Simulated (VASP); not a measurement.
Here is a VASP 6.6.1 calculation.

Contents of INCAR:

```
SYSTEM = CaMg3F8
PREC = Accurate
ENCUT = 600
EDIFF = 1E-7
ISMEAR = -1
SIGMA = 0.02
LREAL = .False.
LASPH = .True.
NELM = 120
ALGO = Normal
ISIF = 3
LWAVE = .False.
LCHARG = .False.
GGA = PE
IBRION = 2
NSW = 80
EDIFFG = -0.005
GGA_COMPAT = .False.
NELMIN = 4
```

KPOINTS

```
regular mesh
0
Gamma
  4 4 6
  0 0 0
```

The input POSCAR:

```
CaMg3F8
1.0
    3.6212018500     -5.1211527600      0.0000000000
    3.6212018500      5.1211527600      0.0000000000
    0.0000000000      0.0000000000      3.6212018500
Ca F Mg
1 8 3
Direct
    0.0000000000      0.0000000000      0.0000000000
    0.3750000000      0.6250000000      0.5000000000
    0.1250000000      0.8750000000      0.5000000000
    0.8750000000      0.6250000000      0.0000000000
    0.6250000000      0.8750000000      0.0000000000
    0.3750000000      0.1250000000      0.0000000000
    0.1250000000      0.3750000000      0.0000000000
    0.8750000000      0.1250000000      0.5000000000
    0.6250000000      0.3750000000      0.5000000000
    0.5000000000      0.0000000000      0.5000000000
    0.0000000000      0.5000000000      0.5000000000
    0.5000000000      0.5000000000      0.0000000000
```

Potentials or basis: VASP PAW PBE potentials, release 64 (Ca_sv, F, Mg).

Command:

```console
$ cat potpaw_PBE.64/Ca_sv/POTCAR potpaw_PBE.64/F/POTCAR potpaw_PBE.64/Mg/POTCAR > POTCAR
$ mpirun -np 1 vasp_std > vasp.out
```

Problem. Predict the band gap on the k mesh.

Solution. 6.13 eV.

Problem. What does it give for the relaxed cell?

Solution. a = 6.276 Å, b = 6.276 Å, c = 3.633 Å, α = 90.00°, β = 90.00°, γ = 110.02°.

Problem. Estimate the relaxed volume.

Solution. 11.20 Å³/atom.

Problem. Predict the space group after relaxing (to 0.1 Å).

Solution. Cmmm (No. 65).

Forces on the atoms (eV/Å):
```
Ca   0.000  0.000  0.000
F    0.000 -0.002  0.000
F    0.000  0.002  0.000
F   -0.001 -0.001  0.000
F   -0.001  0.001  0.000
F    0.001 -0.001  0.000
F    0.001  0.001  0.000
F    0.000 -0.002  0.000
F    0.000  0.002  0.000
Mg   0.000  0.000  0.000
Mg   0.000  0.000  0.000
Mg   0.000  0.000  0.000
```

A k mesh can miss the band edges.
